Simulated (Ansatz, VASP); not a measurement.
# One calculation of MgMnNbO4, two programs

```
Nb Mn Mg O
1.0
    -2.04277    2.04493    4.64788
     2.04277   -2.04493    4.64788
     2.04277    2.04493   -4.64788
Nb Mn Mg O
1 1 1 4
Direct
  0.00012 0.00012 0.00000
  0.74909 0.24909 0.50000
  0.25039 0.75040 0.50000
  0.77550 0.77550 0.00000
  0.01287 0.51287 0.50000
  0.22477 0.22477 0.00000
  0.48725 0.98725 0.50000
```

Alike in both runs: task single point; functional PBE; k mesh 9 × 9 × 9; occupations fermi-dirac, width 0.05 eV; collinear spin.

|  | VASP | Ansatz |
| --- | --- | --- |
| version | VASP 6.6.1 | Ansatz 0.2.0 |
| potentials or method | VASP PAW PBE potentials, release 64 (Nb_sv, Mn_pv, Mg, O) | Ansatz PAW |
| plane-wave cutoff (eV) | 600 | 420 |
| valence electrons in the cell | 52 | 62 |

VASP gave:

```
gap on the k mesh at the Fermi level (eV)                     : none
pressure (GPa)                                                : 4.5
traceless stress, the component that is largest in VASP (GPa) : -0.29
rms of the force components (eV/Å)                            : 0.211
net moment per atom (μB)                                      : 0.54
size of the moment on the site where the two differ most (μB) : 4.08
```

Task: Estimate Ansatz's values.

Result: gap on the k mesh at the Fermi level (eV): none; pressure (GPa): 4.9; traceless stress, the component that is largest in VASP (GPa): -0.17; rms of the force components (eV/Å): 0.215; net moment per atom (μB): 0.54; size of the moment on the site where the two differ most (μB): 3.67.

Site moments also hang on the region over which each program counts them. Atom by atom the forces differ by 0.007 eV/Å (rms over components). A gap of «none» marks a metal or a gap that the smearing closes. VASP's potentials hold 52 valence electrons a cell and Ansatz's 62, so a difference there can come from the potentials and not from the codes.
